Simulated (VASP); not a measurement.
**BaTiO3: single point with LDA**

BaTiO3:

```
Ba O Ti
1.0
     4.14752    0.00000    0.00000
     0.00000    4.14752    0.00000
     0.00000    0.00000    3.77306
Ba O Ti
1 3 1
Direct
  0.00000 0.00000 0.00000
  0.50000 0.50000 0.00000
  0.00000 0.50000 0.50000
  0.50000 0.00000 0.50000
  0.50000 0.50000 0.50000
```

| Item | Value |
| --- | --- |
| Program | VASP 6.6.1 |
| Task | single point |
| Functional | LDA |
| Potentials or basis | VASP PAW LDA potentials, release 64 (Ba_sv, O, Ti_sv) |
| Cutoff | 600 eV |
| k mesh | 8 × 8 × 8 |
| Occupations | gaussian, width 0.02 eV |
| Spin | no spin polarisation |

- Pressure: -6.8 GPa
- Band gap on the k mesh: 1.43 eV (least direct gap 1.59 eV)

Stress tensor (GPa, compression positive):
```
-13.42   0.00   0.00
  0.00 -13.42   0.00
  0.00   0.00   6.39
```

Levels at points of the mesh, in eV from the valence-band top:
```tsv
k point	band 18	band 19	band 20	band 21	band 22	band 23
(0.00, 0.00, 0.00)	-0.27	-0.27	-0.16	1.43	1.61	1.61
(0.50, 0.00, 0.00)	-1.58	-0.79	-0.75	1.73	3.05	3.08
(0.50, 0.50, 0.00)	-1.52	-1.52	-0.39	3.08	3.08	3.41
(0.00, 0.00, 0.50)	-1.91	-0.88	-0.88	1.68	3.47	3.90
(0.50, 0.00, 0.50)	-0.76	-0.73	-0.22	3.07	3.91	4.05
(0.50, 0.50, 0.50)	-0.23	0.00	0.00	3.71	4.25	4.25
```

It took 2.6 min on 1 thread of Intel Xeon 8259CL (shared host), peak memory 0.29 GiB.

Caveat: the stress differs along the axes, from -13 to 6 GPa; spin-orbit coupling is left out, which moves the levels of the heavy elements. A k mesh can miss the band edges.
